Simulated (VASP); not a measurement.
CdTe:

```
Cd Te
1.0
     0.00000    3.27996    3.27996
     3.27996    0.00000    3.27996
     3.27996    3.27996    0.00000
Cd Te
1 1
Cartesian
  0.0000 0.0000 0.0000
  1.6400 1.6400 1.6400
```

Program: VASP 6.6.1. Alike in all runs: task single point; no spin polarisation; cell as given.

Task: Order these runs on this cell by their band gap on the k mesh, lowest first.
A. level PBE; potentials or basis VASP PAW PBE potentials, release 64 (Cd, Te); k mesh 4 × 4 × 4; cutoff (eV) 500; smearing methfessel-paxton 0.2 eV
B. level LDA; potentials or basis VASP PAW LDA potentials, release 64 (Cd, Te); k mesh 2 × 2 × 2; cutoff (eV) 500; smearing gaussian 0.01 eV
C. level HSE06; potentials or basis VASP PAW PBE potentials, release 64 (Cd, Te); k mesh 2 × 2 × 2; cutoff (eV) 400; smearing gaussian 0.01 eV; grid for exact exchange (PRECFOCK) Normal; screening parameter 0.2079 1/Å
D. level LDA; potentials or basis VASP PAW LDA potentials, release 64 (Cd, Te); k mesh 4 × 4 × 4; cutoff (eV) 500; smearing gaussian 0.01 eV

Result: B (0.25 eV), D (0.42 eV), A (0.65 eV), C (1.59 eV).

Caveats: some runs use coarse meshes; spin-orbit coupling is left out, which moves the levels of the heavy elements.
